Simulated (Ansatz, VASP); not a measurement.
**Cu in VASP and in Ansatz**

```
Cu
1.0
     2.53050    0.00000    0.00000
    -1.26525    2.19148    0.00000
     0.00000    0.00000    3.88206
Cu
2
Cartesian
  0.0000 1.4610 0.9705
  1.2653 0.7305 2.9115
```

Change from the starting cell: strain along c alone, the other axes held, atoms relaxed: -6.0 %.

Alike in both runs: task single point; functional r2SCAN; k mesh 24 × 24 × 12; occupations gaussian, width 0.1 eV; no spin polarisation.

|  | VASP | Ansatz |
| --- | --- | --- |
| version | VASP 6.6.1 | Ansatz 0.2.0 |
| potentials or method | VASP PAW PBE potentials, release 64 (Cu), cutoff 520 eV | scalar-relativistic, plane waves, PAW |
| valence electrons in the cell | 22 | 38 |

```csv
,VASP,Ansatz,Ansatz less VASP
gap on the k mesh at the Fermi level (eV),none,none,-
pressure (GPa),13.4,12.5,-0.83
"traceless stress, the component that is largest in VASP (GPa)",10.17,10.13,-0.042
```

VASP's potentials were made for PBE, not for r2SCAN. A gap of «none» marks a metal or a gap that the smearing closes. VASP's potentials hold 22 valence electrons a cell and Ansatz's 38, so a difference there can come from the potentials and not from the codes.
